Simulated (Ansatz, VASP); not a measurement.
## CaO: VASP beside Ansatz

```
CELL_PARAMETERS angstrom
-3.96917 3.96917 2.38537
3.96917 -3.96917 2.38537
3.96917 3.96917 -2.38537
ATOMIC_POSITIONS crystal
Ca 0.85227 0.35227 0.20454
Ca 0.14773 0.64773 0.79546
Ca 0.35227 0.14773 0.50000
Ca 0.64773 0.85227 0.50000
O 0.85338 0.64662 0.50000
O 0.14662 0.35338 0.50000
O 0.35338 0.85338 0.20675
O 0.64662 0.14662 0.79325
```

Alike in both runs: functional PBE; k mesh 8 × 8 × 8; occupations gaussian, width 0.02 eV; no spin polarisation.

Ansatz relaxed the structure, and its values are those at the end. VASP's run is a single point on that final structure, the one shown.

|  | VASP | Ansatz |
| --- | --- | --- |
| version | VASP 6.6.1 | Ansatz 0.2.0 |
| potentials or method | VASP PAW PBE potentials, release 64 (Ca_sv, O), cutoff 520 eV | scalar-relativistic, plane waves, PAW |
| valence electrons in the cell | 64 | 64 |

|  | VASP | Ansatz | Ansatz less VASP |
| --- | --- | --- | --- |
| gap on the k mesh at the Fermi level (eV) | 2.35 | 2.37 | +0.017 |
| least direct gap on the mesh (eV) | 2.35 | 2.37 | +0.017 |
| pressure (GPa) | 0.4 | 0.0 | -0.42 |
| rms of the force components (eV/Å) | 0.005 | 0.000 | -0.0051 |
